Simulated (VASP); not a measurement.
# MgO (P1) in VASP: relaxation of the atoms with SCAN

Aim: the relaxation of the atoms of MgO with SCAN.

Everything below comes from runs of VASP 6.6.1. Logs are shortened: lines on timing, memory, paths and dates and some standing lists are left out, and cuts for length are marked.

### 1 The cell of the first run

The typed cell holds 4 atoms: a = 3.308 Å, b = 3.308 Å, c = 4.983 Å, α = 90.00°, β = 90.00°, γ = 120.00°.

### 2 Relaxation of the atoms, SCAN (atoms moved at random)

INCAR reads:

```
SYSTEM = MgO
ALGO = Normal ; EDIFF = 1E-7
EDIFFG = -0.002 ; EFERMI = MIDGAP
ENCUT = 800 ; GGA_COMPAT = .False.
IBRION = 2 ; ISIF = 2
ISMEAR = 0 ; KPAR = 2
LASPH = .True. ; LCHARG = .False.
LMIXTAU = .True. ; LREAL = .False.
LWAVE = .False. ; METAGGA = SCAN
NELM = 120 ; NELMIN = 4
NSW = 120 ; PREC = Accurate
SIGMA = 0.03
```

KPOINTS reads:

```
Automatic mesh
0
Gamma
  8 8 5
  0 0 0
```

POSCAR reads:

```
MgO
1.0
    3.3077869865      0.0000000000      0.0000000000
   -1.6538934933      2.8646275606      0.0000000000
    0.0000000000      0.0000000000      4.9828816700
Mg O
2 2
Direct
    0.7001850000      0.3096550000      0.4945260000
    0.3147170000      0.6252300000      0.0282110000
    0.6437060000      0.2843570000      0.9309350000
    0.3399860000      0.6354110000      0.3980380000
```

Potentials or basis: VASP PAW PBE potentials, release 64 (Mg, O).

Command:

```bash
> cat potpaw_PBE.64/Mg/POTCAR potpaw_PBE.64/O/POTCAR > POTCAR
> mpirun -np 2 vasp_std > vasp.out
```

OUTCAR:

```text
SYSTEM = MgO
   EDIFF = 1E-7
   EDIFFG = -0.002
   EFERMI = MIDGAP
   ENCUT = 800
   IBRION = 2
   ISIF = 2
   ISMEAR = 0
   LASPH = .True.
   LREAL = .False.
   METAGGA = SCAN
   NELM = 120
   NELMIN = 4
   NSW = 120
   PREC = Accurate

 ion  position               nearest neighbor table
   1  0.700  0.310  0.495-   4 1.89   4 1.99   4 2.02   3 2.18   2 2.92   2 3.04   2 3.07   2 3.19
                             2 3.31   2 3.33
   2  0.315  0.625  0.028-   4 1.84   3 1.95   3 1.98   3 1.98   1 2.92   1 3.04   1 3.07   1 3.19
                             1 3.31   1 3.33
   3  0.644  0.284  0.931-   2 1.95   2 1.98   2 1.98   1 2.18
   4  0.340  0.635  0.398-   2 1.84   1 1.89   1 1.99   1 2.02

  LATTYP: Found a hexagonal cell.
 ALAT       =     3.3077869865
 C/A-ratio  =     1.5064094787

  Lattice vectors:

 A1 = (   3.3077869865,   0.0000000000,   0.0000000000)
 A2 = (  -1.6538934933,   2.8646275606,   0.0000000000)
 A3 = (   0.0000000000,   0.0000000000,   4.9828816700)

Analysis of symmetry for initial positions (statically):
=====================================================================
 Subroutine PRICEL returns:
 Original cell was already a primitive cell.

 Routine SETGRP: Setting up the symmetry group for a
 hexagonal supercell.

 Subroutine GETGRP returns: Found  1 space group operations
 (whereof  1 operations were pure point group operations)
 out of a pool of 24 trial point group operations.

The static configuration has the point symmetry C_1 .

Analysis of symmetry for dynamics (positions and initial velocities):
=====================================================================
 Subroutine PRICEL returns:
 Original cell was already a primitive cell.

 Routine SETGRP: Setting up the symmetry group for a
 hexagonal supercell.

 Subroutine GETGRP returns: Found  1 space group operations
 (whereof  1 operations were pure point group operations)
 out of a pool of 24 trial point group operations.

The dynamic configuration has the point symmetry C_1 .

 Subroutine INISYM returns: Found  1 space group operations
 (whereof  1 operations are pure point group operations),
 and found     1 'primitive' translations

----------------------------------------------------------------------------------------

                                     Primitive cell

  volume of cell :      47.2157

  direct lattice vectors                    reciprocal lattice vectors
     3.307786987  0.000000000  0.000000000     0.302316928  0.174542760  0.000000000
    -1.653893493  2.864627561  0.000000000     0.000000000  0.349085519  0.000000000
     0.000000000  0.000000000  4.982881670     0.000000000  0.000000000  0.200687086

  length of vectors
     3.307786987  3.307786987  4.982881670     0.349085519  0.349085519  0.200687086

  position of ions in fractional coordinates (direct lattice)
     0.700185000  0.309655000  0.494526000
     0.314717000  0.625230000  0.028211000
     0.643706000  0.284357000  0.930935000
     0.339986000  0.635411000  0.398038000

  ion indices of the primitive-cell ions
   primitive index   ion index
                 1           1
                 2           2
                 3           3
                 4           4

----------------------------------------------------------------------------------------

 KPOINTS: Automatic mesh

Automatic generation of k-mesh.
 Grid dimensions read from file:
 generate k-points for:    8    8    5

 Generating k-lattice:

  Cartesian coordinates                     Fractional coordinates (reciprocal lattice)
     0.037789616  0.021817845  0.000000000     0.125000000  0.000000000  0.000000000
     0.000000000  0.043635690  0.000000000     0.000000000  0.125000000  0.000000000
     0.000000000  0.000000000  0.040137417     0.000000000  0.000000000  0.200000000

  Length of vectors
     0.043635690  0.043635690  0.040137417

  Shift w.r.t. Gamma in fractional coordinates (k-lattice)
     0.000000000  0.000000000  0.000000000

 Subroutine IBZKPT returns following result:
 ===========================================

 Found    162 irreducible k-points:

 Following reciprocal coordinates:
            Coordinates               Weight
  0.000000  0.000000  0.000000      1.000000
  0.125000  0.000000  0.000000      2.000000
  0.000000  0.125000  0.000000      2.000000
 -0.125000  0.125000  0.000000      2.000000
  0.250000  0.000000  0.000000      2.000000
  0.000000  0.250000  0.000000      2.000000
[... 16 lines left out ...]
  0.375000  0.125000  0.000000      2.000000
 -0.125000  0.500000  0.000000      2.000000
 [... further k-points ...]
   k-points           NKPTS =    162   k-points in BZ     NKDIM =    162   number of bands    NBANDS=     12
   number of dos      NEDOS =    301   number of ions     NIONS =      4
   total plane-waves  NPLWV =  49152
   dimension x,y,z NGX =    32 NGY =   32 NGZ =   48
   dimension x,y,z NGXF=    64 NGYF=   64 NGZF=   96
   ions per type =               2   2
   NGX,Y,Z   is equivalent  to a cutoff of  16.08, 16.08, 16.01 a.u.
   NGXF,Y,Z  is equivalent  to a cutoff of  32.17, 32.17, 32.03 a.u.
 SYSTEM =  MgO
   PREC   = accura    normal or accurate (medium, high low for compatibility)
   ISTART =      0    job   : 0-new  1-cont  2-samecut
   ICHARG =      2    charge: 1-file 2-atom 10-const
   ISPIN  =      1    spin polarized calculation?
   LNONCOLLINEAR =      F non collinear calculations
   LSORBIT =      F    spin-orbit coupling
   LASPH  =      T    aspherical Exc in radial PAW
   ENCUT  =  800.0 eV  58.80 Ry    7.67 a.u.   7.63  7.63 11.49*2*pi/ulx,y,z
   NELM   =    120;   NELMIN=  4; NELMDL= -5     # of ELM steps
   EDIFF  = 0.1E-06   stopping-criterion for ELM
   LREAL  =      F    real-space projection
   EDIFFG = -.2E-02   stopping-criterion for IOM
   NSW    =    120    number of steps for IOM
   IBRION =      2    ionic relax: 0-MD 1-quasi-New 2-CG
   NFREE  =      1    steps in history (QN), initial steepest desc. (CG)
   ISIF   =      2    stress and relaxation
   ISYM   =      2    0-nonsym 1-usesym 2-fastsym
   POTIM  = 0.5000    time-step for ionic-motion
   TEBEG  =    0.0;   TEEND  =   0.0 temperature during run

   SCALEE = 1.0000    scale energy and forces
   PSTRESS=    0.0 pullay stress
   NELECT =      16.0000    total number of electrons
   NUPDOWN=      -1.0000    fix difference up-down
   EMIN   =  10.00;   EMAX   =-10.00  energy-range for DOS
   EFERMI =   0.00;   METHOD = MIDGAP
   ISMEAR =     0;   SIGMA  =   0.03  broadening in eV -4-tet -1-fermi 0-gaus
   EFERMI_NEDOS =   21; number of points for ismear=-14 and -15
   IALGO  =     38    algorithm
   IMIX   =      4    mixing-type and parameters
     AMIX     =   0.40;   BMIX     =  1.00
     AMIX_MAG =   1.60;   BMIX_MAG =  1.00
  volume/ion in A,a.u.               =      11.80        79.66
  Fermi-wavevector in a.u.,A,eV,Ry     =   1.141351  2.156842 17.724080  1.302683
  Thomas-Fermi vector in A             =   2.278052
   LORBIT       =      0    0 simple, 1 ext, 2 COOP (PROOUT), +10 PAW based schemes
   METAGGA = SCAN    functional components
   LHFCALC =     F    Hartree Fock is set to
   AEXX    =    0.0000 exact exchange contribution
   IVDW    =     0    specifies the selected vdW correction
   LEPSILON=     F    determine dielectric tensor
   LRPA    =     F    only Hartree local field effects (RPA)

   CSHIFT  =0.1000    complex shift for real part using Kramers Kronig

   OMEGAMAX=  -1.0    maximum frequency
 conjugate gradient relaxation of ions
 non-spin polarized calculation
 Gauss-broadening in eV      SIGMA  =   0.03
  energy-cutoff  :      800.00
  volume of cell :       47.22
 maximum number of plane-waves:      2441
   NGX = 15   NGY = 15   NGZ = 23

--------------------------------------- Ionic step        1  -------------------------------------------

 number of electron      16.0000001 magnetization

 Free energy of the ion-electron system (eV)
  ---------------------------------------------------
  ext. energy  EPLUGINS =         0.00000000
  ---------------------------------------------------
  free energy    TOTEN  =       -33.83955873 eV

  energy without entropy =      -33.83955873  energy(sigma->0) =      -33.83955873

------------------------ aborting loop because EDIFF is reached ----------------------------------------

  FORCE on cell =-STRESS in cart. coord.  units (eV):
  Direction    XX          YY          ZZ          XY          YZ          ZX
  --------------------------------------------------------------------------------------
  -------------------------------------------------------------------------------------
  Total       -0.3178705     -0.2958509      1.0147289      0.5806657     -0.2250233     -0.3315897
  in kB      -10.7863521    -10.0391573     34.4329599     19.7038238     -7.6357507    -11.2518866
  external PRESSURE =       4.5358169 kB  Pullay stress =       0.0000000 kB
[... 95 lines left out ...]
  FREE ENERGIE OF THE ION-ELECTRON SYSTEM (eV)
  ---------------------------------------------------
  free  energy   TOTEN  =       -34.0725089254 eV

  energy  without entropy=      -34.0725089254  energy(sigma->0) =      -34.07250893

[... ionic steps 4 to 13 ...]

--------------------------------------- Ionic step       14  -------------------------------------------

 number of electron      16.0000001 magnetization

------------------------ aborting loop because EDIFF is reached ----------------------------------------
[... 71 lines left out ...]
--------------------------------------- Ionic step       16  -------------------------------------------

 number of electron      16.0000001 magnetization

 Free energy of the ion-electron system (eV)
  ---------------------------------------------------
  ext. energy  EPLUGINS =         0.00000000
  ---------------------------------------------------
  free energy    TOTEN  =       -34.11794586 eV

  energy without entropy =      -34.11794586  energy(sigma->0) =      -34.11794586

 E-fermi :   2.7417     XC(G=0): -10.2564

 val. band max:        0.7016302232   @ k =   0.0000   0.0000   0.0000
 cond. band min:       4.7817887417   @ k =   0.0000   0.0000   0.0000
 fundamental gap:      4.0801585184
 Fermi energy:         2.7417094825

 k-point     1 :       0.0000    0.0000    0.0000
  band No.  band energies     occupation
      1     -16.5838      2.00000
      2     -15.8075      2.00000
      3      -2.5725      2.00000
      4      -0.0921      2.00000
      5      -0.0920      2.00000
      6       0.2501      2.00000
      7       0.2502      2.00000
      8       0.7016      2.00000
      9       4.7818      0.00000
     10      10.0180      0.00000
     11      11.8486      0.00000
     12      15.6631      0.00000
[... 331 lines left out ...]
 k-point    24 :      -0.1250    0.5000    0.0000
  band No.  band energies     occupation
      1     -15.9753      2.00000
      2     -15.7264      2.00000
      3      -2.2516      2.00000
      4      -1.4019      2.00000
      5      -1.0898      2.00000
      6      -0.7710      2.00000
      7      -0.0869      2.00000
      8      -0.0185      2.00000
      9       9.0552      0.00000
     10       9.7881      0.00000
     11      10.8809      0.00000
     12      12.4829      0.00000

 [... further k-points ...]
[... 5 lines left out ...]
  --------------------------------------------------------------------------------------
  -------------------------------------------------------------------------------------
  Total       -0.6934208     -0.6953743     -0.3724960      0.0002607     -0.0003785     -0.0004471
  in kB      -23.5299608    -23.5962473    -12.6399669      0.0088468     -0.0128451     -0.0151727
  external PRESSURE =     -19.9220583 kB  Pullay stress =       0.0000000 kB
[... 19 lines left out ...]
  FREE ENERGIE OF THE ION-ELECTRON SYSTEM (eV)
  ---------------------------------------------------
  free  energy   TOTEN  =       -34.1179458620 eV

  energy  without entropy=      -34.1179458620  energy(sigma->0) =      -34.11794586

 reached required accuracy - stopping structural energy minimisation
```

Run time: 19 min. Hardware: 2 MPI ranks of Intel Xeon 6975P-C (Granite Rapids), shared host; peak memory 0.35 GiB.

What came out:

```
Free energy               : -34.1179 eV
Energy gained by relaxing : 69.6 meV/atom
Ionic steps               : 16
Pressure after relaxing   : -2.0 GPa
Band gap on the k mesh    : 4.08 eV
```

Stress tensor (GPa, compression positive):
```
-2.35  0.00  0.00
 0.00 -2.36  0.00
 0.00  0.00 -1.26
```

The path:
| step | energy change (eV) | largest force (eV/Å) | pressure (GPa) |
| --- | --- | --- | --- |
| 1 | 0.0000 | 1.8740 | 0.45 |
| 2 | -0.2323 | 0.5679 | -2.15 |
| 3 | -0.2330 | 0.5325 | -2.18 |
| 4 | -0.2611 | 0.2788 | -2.18 |
| 5 | -0.2679 | 0.2318 | -2.04 |
| 6 | -0.2738 | 0.1168 | -1.98 |
| 7 | -0.2749 | 0.1087 | -1.92 |
| 8 | -0.2768 | 0.0757 | -1.96 |
| 9 | -0.2777 | 0.0840 | -2.02 |
| 10 | -0.2783 | 0.0290 | -2.02 |
| 11 | -0.2783 | 0.0252 | -2.02 |
| 12 | -0.2784 | 0.0041 | -1.99 |
| 13 | -0.2784 | 0.0026 | -1.99 |
| 14 | -0.2784 | 0.0028 | -1.99 |
| 15 | -0.2784 | 0.0031 | -1.99 |
| 16 | -0.2784 | 0.0011 | -1.99 |

Final structure:
```xyz
4
Lattice="3.3078 0.0000 0.0000 -1.6539 2.8646 0.0000 0.0000 0.0000 4.9829" Properties=species:S:1:pos:R:3 pbc="T T T"
Mg    1.7129    0.8508    2.5579
Mg    0.0589    1.8056    0.0665
O     1.7127    0.8508    4.5470
O     0.0590    1.8056    2.0555
```

Caveat: the cell differs from its parent crystal (atoms moved at random); the PAW data sets were made with another functional, which shifts forces and pressure a little.
